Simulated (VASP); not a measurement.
Wanted: the native input for a VASP 6.6.1 run.

| Quantity | Value |
| --- | --- |
| Task | single point |
| Functional | PBEsol |
| Potentials or basis | VASP PAW PBE potentials, release 64 (Ta_pv, N) |
| Cutoff | 520 eV |
| k mesh | 24 × 24 × 24 |
| Occupations | gaussian, width 0.15 eV |
| Spin | no spin polarisation |
| Dipole correction | no |
| Further INCAR settings | ALGO = Normal; EDIFF = 1e-07; NBANDS = 15 |

The structure of TaN lies in POSCAR:

```
TaN
1.0
    0.0000000000      2.1058005290      2.1058005290
    2.1878447055     -0.0820441765      2.1878447055
    2.1878447055      2.1878447055     -0.0820441765
Ta N
1 1
Direct
    0.5000000000      0.5000000000      0.5000000000
    0.0000000000      0.0000000000      0.0000000000
```

This cell differs from its parent crystal: strain -0.0750 x Voigt [0, 0, 0, 1, 0, 0].

The input as run:

INCAR

```
SYSTEM = TaN
PREC = Accurate ; ENCUT = 520
EDIFF = 1E-7 ; ISMEAR = 0
SIGMA = 0.15 ; LREAL = .FALSE.
LASPH = .TRUE. ; NELM = 60
ALGO = Normal ; ISIF = 2
LWAVE = .FALSE. ; LCHARG = .FALSE.
GGA = PS ; NBANDS = 15
```

KPOINTS

```
regular mesh
0
G
  24 24 24
  0 0 0
```

Potentials or basis: VASP PAW PBE potentials, release 64 (Ta_pv, N).

Run with:

```bash
$ cat potpaw_PBE.64/Ta_pv/POTCAR potpaw_PBE.64/N/POTCAR > POTCAR
$ mpirun -np 1 vasp_std > vasp.out
```

Results of the run:

- Pressure: 1.7 GPa
- Band gap on the k mesh: zero (bands 8 and 9 overlap by 4.10 eV)

Caveat: the cell differs from its parent crystal (strain -0.0750 x Voigt [0, 0, 0, 1, 0, 0]); the PAW data sets were made with another functional, which shifts forces and pressure a little; spin-orbit coupling is left out, which moves the levels of the heavy elements.

Wall time 11 min on 1 thread of Oxide Virtual Turin-like Processor, with other jobs on the host, peak memory 0.64 GiB.
